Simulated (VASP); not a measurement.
# Ir in VASP: relaxation of the atoms with PBE

Aim: the relaxation of the atoms of Ir with PBE.

Everything below comes from runs of VASP 6.6.1. Logs are shortened: lines on timing, memory, paths and dates and some standing lists are left out, and cuts for length are marked.

### 1 The cell of the first run

The cell holds a slab with vacuum, 16 atoms: a = 5.431 Å, b = 5.431 Å, c = 19.651 Å, α = 90.00°, β = 90.00°, γ = 60.00°.

### 2 Relaxation of the atoms, PBE

INCAR reads:

```
  ALGO = Normal
  EDIFF = 1E-6
  EDIFFG = -0.08
  ENCUT = 520
  GGA = PE
  IBRION = 2
  ISIF = 2
  ISMEAR = -1
  LASPH = True
  LCHARG = False
  LREAL = Auto
  LWAVE = False
  NELM = 100
  NSW = 45
  PREC = Accurate
  SIGMA = 0.05
```

KPOINTS reads:

```
k-points
0
Gamma
  3 3 1
```

POSCAR reads:

```
Ir
1.0
    5.4305800000      0.0000000000      0.0000000000
    2.7152900000      4.7030200000      0.0000000000
    0.0000000000      0.0000000000     19.6510750000
Ir
16
Selective dynamics
Direct
    0.0000000000      0.0000000000      0.0508878000  F F F
    0.5000000000      0.0000000000      0.0508878000  F F F
    0.0000000000      0.5000000000      0.0508878000  F F F
    0.5000000000      0.5000000000      0.0508878000  F F F
    0.1666667000      0.1666667000      0.1637073000  T T T
    0.6666667000      0.1666667000      0.1637073000  T T T
    0.1666667000      0.6666667000      0.1637073000  T T T
    0.6666667000      0.6666667000      0.1637073000  T T T
   -0.1666667000      0.3333333000      0.2765269000  T T T
    0.3333333000      0.3333333000      0.2765269000  T T T
   -0.1666667000      0.8333333000      0.2765269000  T T T
    0.3333333000      0.8333333000      0.2765269000  T T T
    0.0000000000      0.0000000000      0.3893464000  T T T
    0.5000000000      0.0000000000      0.3893464000  T T T
    0.0000000000      0.5000000000      0.3893464000  T T T
    0.5000000000      0.5000000000      0.3893464000  T T T
```

Potentials or basis: VASP PAW PBE potentials, release 64 (Ir).

On the command line:

```bash
$ cat potpaw_PBE.64/Ir/POTCAR > POTCAR
$ mpirun -np 1 vasp_std > vasp.out
```

OUTCAR:

```text
EDIFF = 1E-6
   EDIFFG = -0.08
   ENCUT = 520
   GGA = PE
   IBRION = 2
   ISIF = 2
   ISMEAR = -1
   LASPH = True
   LREAL = Auto
   NELM = 100
   NSW = 45
   PREC = Accurate

 ion  position               nearest neighbor table
   1  0.000  0.000  0.051-   7 2.72   6 2.72   5 2.72   3 2.72   3 2.72   4 2.72   4 2.72   2 2.72
                             2 2.72
   2  0.500  0.000  0.051-   8 2.72   5 2.72   6 2.72   4 2.72   3 2.72   4 2.72   3 2.72   1 2.72
                             1 2.72
   3  0.000  0.500  0.051-   5 2.72   8 2.72   7 2.72   1 2.72   1 2.72   2 2.72   2 2.72   4 2.72
                             4 2.72
   4  0.500  0.500  0.051-   6 2.72   7 2.72   8 2.72   2 2.72   1 2.72   2 2.72   1 2.72   3 2.72
                             3 2.72
   5  0.167  0.167  0.164-   3 2.72   2 2.72   1 2.72   7 2.72   7 2.72   8 2.72   8 2.72   6 2.72
                             6 2.72  10 2.72  12 2.72   9 2.72
   6  0.667  0.167  0.164-   4 2.72   1 2.72   2 2.72   8 2.72   7 2.72   8 2.72   7 2.72   5 2.72
                             5 2.72   9 2.72  11 2.72  10 2.72
   7  0.167  0.667  0.164-   1 2.72   4 2.72   3 2.72   5 2.72   5 2.72   6 2.72   6 2.72   8 2.72
                             8 2.72  12 2.72  10 2.72  11 2.72
   8  0.667  0.667  0.164-   2 2.72   3 2.72   4 2.72   6 2.72   5 2.72   6 2.72   5 2.72   7 2.72
                             7 2.72  11 2.72   9 2.72  12 2.72
   9  0.833  0.333  0.277-  13 2.72  16 2.72  15 2.72  11 2.72  11 2.72  12 2.72  12 2.72  10 2.72
[... 22 lines left out ...]
 A1 = (  -2.7152900000,  -4.7030200000,   0.0000000000)
 A2 = (   5.4305800000,   0.0000000000,   0.0000000000)
 A3 = (   0.0000000000,   0.0000000000,  19.6510750000)

Analysis of symmetry for initial positions (statically):
=====================================================================
 Subroutine PRICEL returns following result:

  LATTYP: Found a hexagonal cell.
 ALAT       =     2.7152898973
 C/A-ratio  =     7.2371922497
[... 12 lines left out ...]
 Subroutine GETGRP returns: Found 12 space group operations
 (whereof  6 operations were pure point group operations)
 out of a pool of 24 trial point group operations.

The static configuration has the point symmetry C_3v.
 The point group associated with its full space group is D_3d.

Analysis of symmetry for dynamics (positions and initial velocities):
=====================================================================
 Subroutine PRICEL returns following result:

  LATTYP: Found a hexagonal cell.
 ALAT       =     2.7152898973
 C/A-ratio  =     7.2371922497
[... 12 lines left out ...]
 Subroutine GETGRP returns: Found 12 space group operations
 (whereof  6 operations were pure point group operations)
 out of a pool of 24 trial point group operations.

The dynamic configuration has the point symmetry C_3v.
 The point group associated with its full space group is D_3d.

Analysis of constrained symmetry for selective dynamics:
=====================================================================
 Subroutine PRICEL returns following result:

  LATTYP: Found a hexagonal cell.
 ALAT       =     2.7152898973
 C/A-ratio  =     7.2371922497
[... 12 lines left out ...]
 Subroutine GETGRP returns: Found  6 space group operations
 (whereof  6 operations were pure point group operations)
 out of a pool of 24 trial point group operations.

The constrained configuration has the point symmetry C_3v.

 Subroutine INISYM returns: Found  6 space group operations
 (whereof  6 operations are pure point group operations),
 and found     4 'primitive' translations

----------------------------------------------------------------------------------------

                                     Primitive cell

  volume of cell :     125.4727

  direct lattice vectors                    reciprocal lattice vectors
    -1.357645000 -2.351510000  0.000000000     0.000000000 -0.425258664  0.000000000
     2.715290000  0.000000000  0.000000000     0.368284787 -0.212629332  0.000000000
     0.000000000  0.000000000 19.651075000     0.000000000  0.000000000  0.050887801

  length of vectors
     2.715289897  2.715290000 19.651075000     0.425258664  0.425258647  0.050887801

  position of ions in fractional coordinates (direct lattice)
     0.000000000  0.000000000  0.050887800
     0.666666600  0.333333400  0.163707300
     0.333333400  0.666666600  0.276526900
     0.000000000  0.000000000  0.389346400
[... 55 lines left out ...]
   ENCUT  =  520.0 eV  38.22 Ry    6.18 a.u.  10.10 10.10 36.54*2*pi/ulx,y,z
   NELM   =    100;   NELMIN=  2; NELMDL= -5     # of ELM steps
   EDIFF  = 0.1E-05   stopping-criterion for ELM
   LREAL  =      T    real-space projection
   EDIFFG = -.8E-01   stopping-criterion for IOM
   NSW    =     45    number of steps for IOM
   IBRION =      2    ionic relax: 0-MD 1-quasi-New 2-CG
   NFREE  =      1    steps in history (QN), initial steepest desc. (CG)
   ISIF   =      2    stress and relaxation
   ISYM   =      2    0-nonsym 1-usesym 2-fastsym
   POTIM  = 0.5000    time-step for ionic-motion
   TEBEG  =    0.0;   TEEND  =   0.0 temperature during run
   PSTRESS=    0.0 pullay stress
   NELECT =     144.0000    total number of electrons
   NUPDOWN=      -1.0000    fix difference up-down
   EMIN   =  10.00;   EMAX   =-10.00  energy-range for DOS
   EFERMI =   0.00;   METHOD = LEGACY
   ISMEAR =    -1;   SIGMA  =   0.05  broadening in eV -4-tet -1-fermi 0-gaus
   EFERMI_NEDOS =   21; number of points for ismear=-14 and -15
   IALGO  =     38    algorithm
   IMIX   =      4    mixing-type and parameters
     AMIX     =   0.40;   BMIX     =  1.00
     AMIX_MAG =   1.60;   BMIX_MAG =  1.00
  volume/ion in A,a.u.               =      31.37       211.68
  Fermi-wavevector in a.u.,A,eV,Ry     =   1.079757  2.040444 15.862684  1.165874
  Thomas-Fermi vector in A             =   2.215730
   LORBIT       =      0    0 simple, 1 ext, 2 COOP (PROOUT), +10 PAW based schemes
   GGA     = PE    functional components
   LHFCALC =     F    Hartree Fock is set to
   AEXX    =    0.0000 exact exchange contribution
   IVDW    =     0    specifies the selected vdW correction
   LEPSILON=     F    determine dielectric tensor
   LRPA    =     F    only Hartree local field effects (RPA)
 conjugate gradient relaxation of ions
 non-spin polarized calculation
  energy-cutoff  :      520.00
  volume of cell :      501.89
 maximum number of plane-waves:     13536
   NGX = 21   NGY = 21   NGZ = 73

--------------------------------------- Ionic step        1  -------------------------------------------

 number of electron     143.9999995 magnetization

 Free energy of the ion-electron system (eV)
  ---------------------------------------------------
  ext. energy  EPLUGINS =         0.00000000
  ---------------------------------------------------
  free energy    TOTEN  =      -133.87948685 eV

  energy without entropy =     -133.70132026  energy(sigma->0) =     -133.79040355

------------------------ aborting loop because EDIFF is reached ----------------------------------------

  FORCE on cell =-STRESS in cart. coord.  units (eV):
  Direction    XX          YY          ZZ          XY          YZ          ZX
  --------------------------------------------------------------------------------------
  -------------------------------------------------------------------------------------
  Total       -3.8455603     -3.8455599     -2.2561855      0.0000000      0.0000000      0.0000000
  in kB      -12.2761123    -12.2761111     -7.2023800      0.0000000      0.0000000      0.0000000
  external PRESSURE =     -10.5848678 kB  Pullay stress =       0.0000000 kB

 VOLUME and BASIS-vectors are now :
 -----------------------------------------------------------------------------
  energy-cutoff  :      520.00
  volume of cell :      501.89
      direct lattice vectors                 reciprocal lattice vectors
     5.430580000  0.000000000  0.000000000     0.184142394 -0.106314666  0.000000000
     2.715290000  4.703020000  0.000000000     0.000000000  0.212629332  0.000000000
     0.000000000  0.000000000 19.651075000     0.000000000  0.000000000  0.050887801

 POSITION                                       TOTAL-FORCE (eV/Angst)
 -----------------------------------------------------------------------------------
      0.00000      0.00000      1.00000        -0.000000      0.000000      0.041383
      2.71529      0.00000      1.00000        -0.000000      0.000000      0.041383
      1.35764      2.35151      1.00000        -0.000000     -0.000000      0.041383
      4.07294      2.35151      1.00000        -0.000000      0.000000      0.041383
      1.35765      0.78384      3.21702         0.000000      0.000000      0.112846
      4.07294      0.78384      3.21702         0.000000      0.000000      0.112846
[... 8 lines left out ...]
      1.35764      2.35151      7.65108        -0.000000      0.000000     -0.042009
      4.07294      2.35151      7.65108        -0.000000      0.000000     -0.042009
 -----------------------------------------------------------------------------------
    total drift:                               -0.000000     -0.000000     -0.002111

  FREE ENERGIE OF THE ION-ELECTRON SYSTEM (eV)
  ---------------------------------------------------
  free  energy   TOTEN  =      -133.8794868473 eV

  energy  without entropy=     -133.7013202575  energy(sigma->0) =     -133.79040355

--------------------------------------- Ionic step        2  -------------------------------------------

 number of electron     143.9999995 magnetization

 Free energy of the ion-electron system (eV)
  ---------------------------------------------------
  ext. energy  EPLUGINS =         0.00000000
  ---------------------------------------------------
  free energy    TOTEN  =      -133.88291206 eV

  energy without entropy =     -133.70761958  energy(sigma->0) =     -133.79526582

 E-fermi :   1.6886     XC(G=0):  -7.3097

 val. band max:        1.5128112442   @ k =  -0.3333   0.3333   0.0000
 cond. band min:       1.6921987467   @ k =   0.3333   0.0000   0.0000
 fundamental gap:      0.1793875025
 Fermi energy:         1.6885807110

 k-point     1 :       0.0000    0.0000    0.0000
  band No.  band energies     occupation
      1      -8.7399      2.00000
      2      -7.2916      2.00000
      3      -6.0944      2.00000
      4      -6.0766      2.00000
      5      -5.8185      2.00000
      6      -5.8185      2.00000
[... 250 lines left out ...]
     83       2.1727      0.00012
     84       2.2178      0.00005
 [bands above 84 left out]

------------------------ aborting loop because EDIFF is reached ----------------------------------------

  FORCE on cell =-STRESS in cart. coord.  units (eV):
  Direction    XX          YY          ZZ          XY          YZ          ZX
  --------------------------------------------------------------------------------------
  -------------------------------------------------------------------------------------
  Total       -3.7395727     -3.7395723     -1.9195321     -0.0000000      0.0000000     -0.0000000
  in kB      -11.9377700    -11.9377688     -6.1276876     -0.0000000      0.0000000     -0.0000000
  external PRESSURE =     -10.0010755 kB  Pullay stress =       0.0000000 kB

 VOLUME and BASIS-vectors are now :
 -----------------------------------------------------------------------------
  energy-cutoff  :      520.00
  volume of cell :      501.89
      direct lattice vectors                 reciprocal lattice vectors
     5.430580000  0.000000000  0.000000000     0.184142394 -0.106314666  0.000000000
     2.715290000  4.703020000  0.000000000     0.000000000  0.212629332  0.000000000
     0.000000000  0.000000000 19.651075000     0.000000000  0.000000000  0.050887801

 POSITION                                       TOTAL-FORCE (eV/Angst)
 -----------------------------------------------------------------------------------
      0.00000      0.00000      1.00000         0.000000      0.000000      0.067030
      2.71529      0.00000      1.00000         0.000000      0.000000      0.067030
      1.35764      2.35151      1.00000         0.000000      0.000000      0.067030
      4.07294      2.35151      1.00000         0.000000      0.000000      0.067030
      1.35765      0.78384      3.22247        -0.000000     -0.000000      0.019054
      4.07294      0.78384      3.22247         0.000000      0.000000      0.019054
[... 8 lines left out ...]
      6.78822      2.35151      7.64905         0.000000      0.000000     -0.050401
      4.07294      2.35151      7.64905        -0.000000     -0.000000     -0.050401
 -----------------------------------------------------------------------------------
    total drift:                               -0.000000     -0.000000      0.004257

  FREE ENERGIE OF THE ION-ELECTRON SYSTEM (eV)
  ---------------------------------------------------
  free  energy   TOTEN  =      -133.8829120595 eV

  energy  without entropy=     -133.7076195802  energy(sigma->0) =     -133.79526582

 reached required accuracy - stopping structural energy minimisation
```

It took 17 min on 1 thread of Oxide Virtual Turin-like, shared host; peak memory 0.54 GiB.

Results:

```yaml
Free_energy: -133.8829 eV
Energy_gained_by_relaxing: 0.2 meV/atom
Ionic_steps: 2
Band_gap_on_the_k_mesh: zero (bands 72 and 73 overlap by 1.03 eV)
```

The path:
```csv
step,energy change (eV),largest force on free atoms (eV/Å),pressure (GPa)
1,0.0000,0.1128,-1.06
2,-0.0034,0.0504,-1.00
```

Final structure:
```yaml
crystal:
  lattice:
    - [5.43058, 0.00000, 0.00000]
    - [2.71529, 4.70302, 0.00000]
    - [0.00000, 0.00000, 19.65107]
  atoms:
    - { symbol: Ir, position: [0.00000, 0.00000, 0.05089] }
    - { symbol: Ir, position: [0.50000, 0.00000, 0.05089] }
    - { symbol: Ir, position: [0.00000, 0.50000, 0.05089] }
    - { symbol: Ir, position: [0.50000, 0.50000, 0.05089] }
    - { symbol: Ir, position: [0.16667, 0.16667, 0.16398] }
    - { symbol: Ir, position: [0.66667, 0.16667, 0.16398] }
    - { symbol: Ir, position: [0.16667, 0.66667, 0.16398] }
    - { symbol: Ir, position: [0.66667, 0.66667, 0.16398] }
    - { symbol: Ir, position: [0.83333, 0.33333, 0.27625] }
    - { symbol: Ir, position: [0.33333, 0.33333, 0.27625] }
    - { symbol: Ir, position: [0.83333, 0.83333, 0.27625] }
    - { symbol: Ir, position: [0.33333, 0.83333, 0.27625] }
    - { symbol: Ir, position: [0.00000, 0.00000, 0.38924] }
    - { symbol: Ir, position: [0.50000, 0.00000, 0.38924] }
    - { symbol: Ir, position: [0.00000, 0.50000, 0.38924] }
    - { symbol: Ir, position: [0.50000, 0.50000, 0.38924] }
```

Levels at points of the mesh, in eV from the Fermi level:
```csv
k point,band 70,band 71,band 72,band 73,band 74,band 75
"(0.00, 0.00, 0.00)",0.66,0.66,0.78,0.78,1.06,1.06
```

Caveat: the k points lie up to 0.45 Å⁻¹ apart, too coarse for converged energies and pressures of a metal; there is no dipole correction, which matters where the two faces differ; spin-orbit coupling is left out, which moves the levels of the heavy elements.

The gap in the log of VASP goes by the Fermi energy; the results here count the filled bands.